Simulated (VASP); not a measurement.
A run of VASP 6.6.1 is set up as follows.

File INCAR:

```
SYSTEM = CsH
PREC = Accurate
ENCUT = 520
EDIFF = 1E-7
ISMEAR = -1
SIGMA = 0.05
LREAL = .FALSE.
LASPH = .TRUE.
NELM = 60
ALGO = Normal
ISIF = 2
LWAVE = .FALSE.
LCHARG = .FALSE.
NBANDS = 12
```

The input KPOINTS:

```
regular mesh
0
G
  12 12 12
  0 0 0
```

Contents of POSCAR:

```
CsH
1.0
    0.0000000000      2.5418456448      2.5418456448
    2.5418456448      0.0000000000      2.5418456448
    2.5418456448      2.5418456448      0.0000000000
Cs H
1 1
Direct
    0.0000000000      0.0000000000      0.0000000000
    0.5000000000      0.5000000000      0.5000000000
```

Potentials or basis: VASP PAW LDA potentials, release 64 (Cs_sv, H).

Launch:

```console
$ cat potpaw_LDA.64/Cs_sv/POTCAR potpaw_LDA.64/H/POTCAR > POTCAR
$ mpirun -np 1 vasp_std > vasp.out
```

Task: Estimate the band gap on the k mesh.

Result: 0.21 eV, indirect (least direct gap 0.41 eV).

Task: Estimate the pressure.

Result: 19.1 GPa.

Caveat: spin-orbit coupling is left out, which moves the levels of the heavy elements. A k mesh can miss the band edges.
